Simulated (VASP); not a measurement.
# Tc3Os (P-6m2) in VASP: notebook

The runs below take Tc3Os through single point, relaxation of volume and atoms at fixed shape, with LDA.

Everything below comes from runs of VASP 6.6.1. Logs are shortened: lines on timing, memory, paths and dates and some standing lists are left out, and cuts for length are marked.

**1. The cell of the first run**

The structure is hexagonal, space group P-6m2 (No. 187). The conventional cell has a = 2.714 Å, b = 2.714 Å, c = 8.626 Å, α = 90.00°, β = 90.00°, γ = 120.00°. Tc (site symmetry -6m2) has 12 Tc at 2.67 to 2.71 Å within 3.5 Å. Within 3.5 Å of Tc (site symmetry 3m) lie 3 Os at 2.66 Å and 9 Tc at 2.67 to 2.71 Å. Os (site symmetry -6m2) has 6 Tc at 2.66 Å and 6 Os at 2.71 Å within 3.5 Å.

**2. Single point, LDA**

File INCAR:

```
SYSTEM = Tc3Os
  PREC = Accurate
  ENCUT = 520
  EDIFF = 1E-6
  ISMEAR = 0
  SIGMA = 0.1
  LREAL = .False.
  LASPH = .True.
  NELM = 80
  ALGO = Normal
  ISIF = 2
  LWAVE = .False.
  LCHARG = .True.
  GGA = CA
  LELF = .True.
  LVHAR = .True.
  NBANDS = 32
```

File KPOINTS:

```
Automatic mesh
0
Gamma
  9 9 3
  0 0 0
```

File POSCAR:

```
Tc3Os
1.0
    2.7138016210      0.0000000000      0.0000000000
   -1.3569008105      2.3502211446      0.0000000000
    0.0000000000      0.0000000000      8.6261396368
Tc Os
3 1
Direct
    0.6666666667      0.3333333333      0.5000000000
    0.3333333333      0.6666666667      0.2491878113
    0.3333333333      0.6666666667      0.7508121887
    0.6666666667      0.3333333333      0.0000000000
```

Potentials or basis: VASP PAW LDA potentials, release 64 (Tc_pv, Os).

The run is started by

```sh
$ cat potpaw_LDA.64/Tc_pv/POTCAR potpaw_LDA.64/Os/POTCAR > POTCAR
$ mpirun -np 1 vasp_std > vasp.out
```

OUTCAR:

```text
SYSTEM = Tc3Os
   PREC = Accurate
   ENCUT = 520
   EDIFF = 1E-6
   ISMEAR = 0
   LREAL = .False.
   LASPH = .True.
   NELM = 80
   ISIF = 2
   GGA = CA

 ion  position               nearest neighbor table
   1  0.667  0.333  0.500-   2 2.67   3 2.67   2 2.67   3 2.67   2 2.67   3 2.67
   2  0.333  0.667  0.249-   4 2.66   4 2.66   4 2.66   1 2.67   1 2.67   1 2.67
   3  0.333  0.667  0.751-   4 2.66   4 2.66   4 2.66   1 2.67   1 2.67   1 2.67
   4  0.667  0.333  0.000-   2 2.66   3 2.66   2 2.66   3 2.66   2 2.66   3 2.66

  LATTYP: Found a hexagonal cell.
 ALAT       =     2.7138016210
 C/A-ratio  =     3.1786183522

  Lattice vectors:

 A1 = (   2.7138016210,   0.0000000000,   0.0000000000)
 A2 = (  -1.3569008105,   2.3502211446,   0.0000000000)
 A3 = (   0.0000000000,   0.0000000000,   8.6261396368)

Analysis of symmetry for initial positions (statically):
=====================================================================
 Subroutine PRICEL returns:
 Original cell was already a primitive cell.

 Routine SETGRP: Setting up the symmetry group for a
 hexagonal supercell.

 Subroutine GETGRP returns: Found 12 space group operations
 (whereof 12 operations were pure point group operations)
 out of a pool of 24 trial point group operations.

The static configuration has the point symmetry D_3h.

Analysis of symmetry for dynamics (positions and initial velocities):
=====================================================================
 Subroutine PRICEL returns:
 Original cell was already a primitive cell.

 Routine SETGRP: Setting up the symmetry group for a
 hexagonal supercell.

 Subroutine GETGRP returns: Found 12 space group operations
 (whereof 12 operations were pure point group operations)
 out of a pool of 24 trial point group operations.

The dynamic configuration has the point symmetry D_3h.

 Subroutine INISYM returns: Found 12 space group operations
 (whereof 12 operations are pure point group operations),
 and found     1 'primitive' translations

----------------------------------------------------------------------------------------

                                     Primitive cell

  volume of cell :      55.0178

  direct lattice vectors                    reciprocal lattice vectors
     2.713801621  0.000000000  0.000000000     0.368486772  0.212745937  0.000000000
    -1.356900810  2.350221145  0.000000000     0.000000000  0.425491874  0.000000000
     0.000000000  0.000000000  8.626139637     0.000000000  0.000000000  0.115926711

  length of vectors
     2.713801621  2.713801621  8.626139637     0.425491874  0.425491874  0.115926711

  position of ions in fractional coordinates (direct lattice)
     0.666666667  0.333333333  0.500000000
     0.333333333  0.666666667  0.249187811
     0.333333333  0.666666667  0.750812189
     0.666666667  0.333333333  0.000000000

  ion indices of the primitive-cell ions
   primitive index   ion index
                 1           1
                 2           2
                 3           3
                 4           4

----------------------------------------------------------------------------------------

 KPOINTS: Automatic mesh

Automatic generation of k-mesh.
 Grid dimensions read from file:
 generate k-points for:    9    9    3

 Generating k-lattice:

  Cartesian coordinates                     Fractional coordinates (reciprocal lattice)
     0.040942975  0.023638437  0.000000000     0.111111111 -0.000000000  0.000000000
     0.000000000  0.047276875  0.000000000     0.000000000  0.111111111  0.000000000
     0.000000000  0.000000000  0.038642237     0.000000000  0.000000000  0.333333333

  Length of vectors
     0.047276875  0.047276875  0.038642237

  Shift w.r.t. Gamma in fractional coordinates (k-lattice)
     0.000000000  0.000000000  0.000000000

 Subroutine IBZKPT returns following result:
 ===========================================

 Found     24 irreducible k-points:

 Following reciprocal coordinates:
            Coordinates               Weight
  0.000000  0.000000  0.000000      1.000000
  0.111111 -0.000000  0.000000      6.000000
  0.222222  0.000000  0.000000      6.000000
  0.333333  0.000000  0.000000      6.000000
  0.444444  0.000000  0.000000      6.000000
  0.111111  0.111111  0.000000      6.000000
[... 16 lines left out ...]
  0.333333  0.222222  0.333333     24.000000
  0.333333  0.333333  0.333333      4.000000
   k-points           NKPTS =     24   k-points in BZ     NKDIM =     24   number of bands    NBANDS=     32
   number of dos      NEDOS =    301   number of ions     NIONS =      4
   total plane-waves  NPLWV =  25600
   dimension x,y,z NGX =    20 NGY =   20 NGZ =   64
   dimension x,y,z NGXF=    40 NGYF=   40 NGZF=  128
   ions per type =               3   1
   NGX,Y,Z   is equivalent  to a cutoff of  12.25, 12.25, 12.33 a.u.
   NGXF,Y,Z  is equivalent  to a cutoff of  24.50, 24.50, 24.67 a.u.
 SYSTEM =  Tc3Os
   PREC   = accura    normal or accurate (medium, high low for compatibility)
   ISTART =      0    job   : 0-new  1-cont  2-samecut
   ICHARG =      2    charge: 1-file 2-atom 10-const
   ISPIN  =      1    spin polarized calculation?
   LNONCOLLINEAR =      F non collinear calculations
   LSORBIT =      F    spin-orbit coupling
   LASPH  =      T    aspherical Exc in radial PAW
   ENCUT  =  520.0 eV  38.22 Ry    6.18 a.u.   5.05  5.05 16.04*2*pi/ulx,y,z
   NELM   =     80;   NELMIN=  2; NELMDL= -5     # of ELM steps
   EDIFF  = 0.1E-05   stopping-criterion for ELM
   LREAL  =      F    real-space projection
   EDIFFG = 0.1E-04   stopping-criterion for IOM
   NSW    =      0    number of steps for IOM
   IBRION =     -1    ionic relax: 0-MD 1-quasi-New 2-CG
   NFREE  =      0    steps in history (QN), initial steepest desc. (CG)
   ISIF   =      2    stress and relaxation
   ISYM   =      2    0-nonsym 1-usesym 2-fastsym
   POTIM  = 0.5000    time-step for ionic-motion
   TEBEG  =    0.0;   TEEND  =   0.0 temperature during run
   PSTRESS=    0.0 pullay stress
   NELECT =      47.0000    total number of electrons
   NUPDOWN=      -1.0000    fix difference up-down
   EMIN   =  10.00;   EMAX   =-10.00  energy-range for DOS
   EFERMI =   0.00;   METHOD = LEGACY
   ISMEAR =     0;   SIGMA  =   0.10  broadening in eV -4-tet -1-fermi 0-gaus
   EFERMI_NEDOS =   21; number of points for ismear=-14 and -15
   IALGO  =     38    algorithm
   IMIX   =      4    mixing-type and parameters
     AMIX     =   0.40;   BMIX     =  1.00
     AMIX_MAG =   1.60;   BMIX_MAG =  1.00
  volume/ion in A,a.u.               =      13.75        92.82
  Fermi-wavevector in a.u.,A,eV,Ry     =   1.553363  2.935431 32.830004  2.412937
  Thomas-Fermi vector in A             =   2.657605
   LORBIT       =      0    0 simple, 1 ext, 2 COOP (PROOUT), +10 PAW based schemes
   GGA     = CA    functional components
   LHFCALC =     F    Hartree Fock is set to
   AEXX    =    0.0000 exact exchange contribution
   IVDW    =     0    specifies the selected vdW correction
   LEPSILON=     F    determine dielectric tensor
   LRPA    =     F    only Hartree local field effects (RPA)
 non-spin polarized calculation
 Gauss-broadening in eV      SIGMA  =   0.10
  energy-cutoff  :      520.00
  volume of cell :       55.02
 maximum number of plane-waves:      1515
   NGX = 11   NGY = 11   NGZ = 33

 number of electron      47.0000011 magnetization

 Free energy of the ion-electron system (eV)
  ---------------------------------------------------
  ext. energy  EPLUGINS =         0.00000000
  ---------------------------------------------------
  free energy    TOTEN  =       -47.99252609 eV

  energy without entropy =      -47.97091029  energy(sigma->0) =      -47.98171819

 E-fermi :  12.2563     XC(G=0): -14.2642

 val. band max:       12.2090084936   @ k =   0.3333   0.1111   0.3333
 cond. band min:      12.2632349799   @ k =   0.1111  -0.0000   0.0000
 fundamental gap:      0.0542264864
 Fermi energy:        12.2562708127

 k-point     1 :       0.0000    0.0000    0.0000
  band No.  band energies     occupation
      1     -26.9714      2.00000
      2     -26.5289      2.00000
      3     -25.8954      2.00000
      4     -25.8954      2.00000
      5     -25.8798      2.00000
      6     -25.8620      2.00000
[... 24 lines left out ...]
     31      14.0869      0.00000
     32      14.7880      0.00000

 k-point     2 :       0.1111   -0.0000    0.0000
  band No.  band energies     occupation
      1     -26.9320      2.00000
      2     -26.5267      2.00000
      3     -26.0320      2.00000
      4     -26.0181      2.00000
      5     -25.9308      2.00000
      6     -25.8912      2.00000
[... 24 lines left out ...]
     31      14.3204      0.00000
     32      14.9854      0.00000

 k-point     3 :       0.2222    0.0000    0.0000
  band No.  band energies     occupation
      1     -26.8375      2.00000
      2     -26.5657      2.00000
      3     -26.3252      2.00000
      4     -26.3167      2.00000
      5     -26.0419      2.00000
      6     -26.0181      2.00000
[... 24 lines left out ...]
     31      14.9445      0.00000
     32      15.3342      0.00000

 k-point     4 :       0.3333    0.0000    0.0000
  band No.  band energies     occupation
      1     -26.8363      2.00000
      2     -26.7657      2.00000
      3     -26.6179      2.00000
      4     -26.5117      2.00000
      5     -26.1728      2.00000
      6     -26.1141      2.00000
[... 654 lines left out ...]
     31      16.8488      0.00000
     32      18.8479      0.00000

 k-point    23 :       0.3333    0.2222    0.3333
  band No.  band energies     occupation
      1     -26.8638      2.00000
      2     -26.8297      2.00000
      3     -26.7235      2.00000
      4     -26.4449      2.00000
      5     -26.4392      2.00000
      6     -26.3518      2.00000
[... 24 lines left out ...]
     31      19.0514      0.00000
     32      20.1068      0.00000

 k-point    24 :       0.3333    0.3333    0.3333
  band No.  band energies     occupation
      1     -26.7695      2.00000
      2     -26.7212      2.00000
      3     -26.7022      2.00000
      4     -26.5934      2.00000
      5     -26.5870      2.00000
      6     -26.3365      2.00000
[... 24 lines left out ...]
     31      20.5112      0.00000
     32      21.0675      0.00000

------------------------ aborting loop because EDIFF is reached ----------------------------------------

  FORCE on cell =-STRESS in cart. coord.  units (eV):
  Direction    XX          YY          ZZ          XY          YZ          ZX
  --------------------------------------------------------------------------------------
  -------------------------------------------------------------------------------------
  Total        0.3283666      0.3283666     -0.2280555      0.0000000      0.0000000      0.0000000
  in kB        9.5623866      9.5623866     -6.6412202      0.0000000      0.0000000      0.0000000
  external PRESSURE =       4.1611843 kB  Pullay stress =       0.0000000 kB

 VOLUME and BASIS-vectors are now :
 -----------------------------------------------------------------------------
  energy-cutoff  :      520.00
  volume of cell :       55.02
      direct lattice vectors                 reciprocal lattice vectors
     2.713801621  0.000000000  0.000000000     0.368486772  0.212745937  0.000000000
    -1.356900810  2.350221145  0.000000000     0.000000000  0.425491874  0.000000000
     0.000000000  0.000000000  8.626139637     0.000000000  0.000000000  0.115926711

 POSITION                                       TOTAL-FORCE (eV/Angst)
 -----------------------------------------------------------------------------------
      1.35690      0.78341      4.31307         0.000000     -0.000000      0.000000
     -0.00000      1.56681      2.14953        -0.000000     -0.000000      0.041931
     -0.00000      1.56681      6.47661         0.000000      0.000000     -0.041931
      1.35690      0.78341      0.00000        -0.000000     -0.000000      0.000000
 -----------------------------------------------------------------------------------
    total drift:                                0.000000     -0.000000     -0.000000

  FREE ENERGIE OF THE ION-ELECTRON SYSTEM (eV)
  ---------------------------------------------------
  free  energy   TOTEN  =       -47.9925260907 eV

  energy  without entropy=      -47.9709102890  energy(sigma->0) =      -47.98171819
```

It took 24 s on 1 thread of AMD EPYC 9R45 (Zen 5), shared host; peak memory 0.14 GiB.

What came out:

```yaml
Free_energy: -47.9925 eV
Pressure: 0.4 GPa
Largest_force: 0.042 eV/Å
```

Forces on the atoms (eV/Å):
```
Tc   0.000  0.000  0.000
Tc   0.000  0.000  0.042
Tc   0.000  0.000 -0.042
Os   0.000  0.000  0.000
```

Stress tensor (GPa, compression positive):
```
 0.96  0.00  0.00
 0.00  0.96  0.00
 0.00  0.00 -0.66
```

Caveat: spin-orbit coupling is left out, which moves the levels of the heavy elements.

**3. Relaxation of volume and atoms at fixed shape, LDA**

This run uses another cell than the first one, of 14.20 Å³/atom, 1.033 times its volume.

File INCAR:

```
SYSTEM = Tc3Os
PREC = Accurate
ENCUT = 600
EDIFF = 1E-7
ISMEAR = 0
SIGMA = 0.1
LREAL = .FALSE.
LASPH = .TRUE.
NELM = 60
ALGO = Normal
ISIF = 8
LWAVE = .FALSE.
LCHARG = .FALSE.
GGA = CA
IBRION = 2
NSW = 80
EDIFFG = -0.03
```

File KPOINTS:

```
regular mesh
0
G
  9 9 3
  0 0 0
```

File POSCAR:

```
Tc3Os
1.0
    2.7430800000      0.0000000000      0.0000000000
   -1.3715400000      2.3755800000      0.0000000000
    0.0000000000      0.0000000000      8.7192100000
Tc Os
3 1
Direct
    0.6666666667      0.3333333333      0.5000000000
    0.3333333333      0.6666666667      0.2491700000
    0.3333333333      0.6666666667      0.7508300000
    0.6666666667      0.3333333333      0.0000000000
```

Potentials or basis: VASP PAW LDA potentials, release 64 (Tc_pv, Os).

The run is started by

```sh
$ cat potpaw_LDA.64/Tc_pv/POTCAR potpaw_LDA.64/Os/POTCAR > POTCAR
$ mpirun -np 1 vasp_std > vasp.out
```

Wall time 2.7 min (1 thread of AMD EPYC 9R45 (Zen 5), shared host); peak memory 0.16 GiB.

The run converged. Its results:

```yaml
Free_energy: -47.9964 eV
Relaxed_volume: 13.78 Å³/atom
Relaxed_cell: a = 2.716 Å, b = 2.716 Å, c = 8.632 Å, α = 90.00°, β = 90.00°, γ = 120.00°
Space_group_after_relaxing_to_0.05_Å: P-6m2 (No. 187)
Energy_gained_by_relaxing: 14.6 meV/atom
Ionic_steps: 7
Pressure_after_relaxing: -0.2 GPa
Largest_force_after_relaxing: 0.023 eV/Å
```

Forces on the atoms (eV/Å):
```
Tc   0.000  0.000  0.000
Tc   0.000  0.000  0.023
Tc   0.000  0.000 -0.023
Os   0.000  0.000  0.000
```

Stress tensor (GPa, compression positive):
```
 0.35  0.00  0.00
 0.00  0.35  0.00
 0.00  0.00 -1.29
```

Step by step:
| step | energy change (eV) | largest force (eV/Å) | pressure (GPa) | volume (Å³) |
| --- | --- | --- | --- | --- |
| 1 | 0.0000 | 0.0273 | -10.61 | 56.82 |
| 2 | 0.7687 | 0.4254 | 51.53 | 49.43 |
| 3 | -0.0582 | 0.0441 | -0.55 | 55.19 |
| 4 | -0.0583 | 0.0473 | -0.09 | 55.12 |
| 5 | -0.0583 | 0.0489 | 0.14 | 55.08 |
| 6 | -0.0583 | 0.0044 | -0.42 | 55.16 |
| 7 | -0.0584 | 0.0231 | -0.20 | 55.13 |

Final structure:
```
Tc Os
1.0
     2.71564    0.00000    0.00000
    -1.35782    2.35182    0.00000
     0.00000    0.00000    8.63199
Tc Os
3 1
Direct
  0.66667 0.33333 0.50000
  0.33333 0.66667 0.24928
  0.33333 0.66667 0.75072
  0.66667 0.33333 0.00000
```

Levels at points of the mesh, in eV from the Fermi level:
| k point | band 21 | band 22 | band 23 | band 24 | band 25 | band 26 | band 27 | band 28 |
| --- | --- | --- | --- | --- | --- | --- | --- | --- |
| (0.00, 0.00, 0.00) | -1.73 | -1.67 | -1.06 | -1.06 | -0.53 | -0.53 | 1.54 | 1.70 |

Caveat: spin-orbit coupling is left out, which moves the levels of the heavy elements.
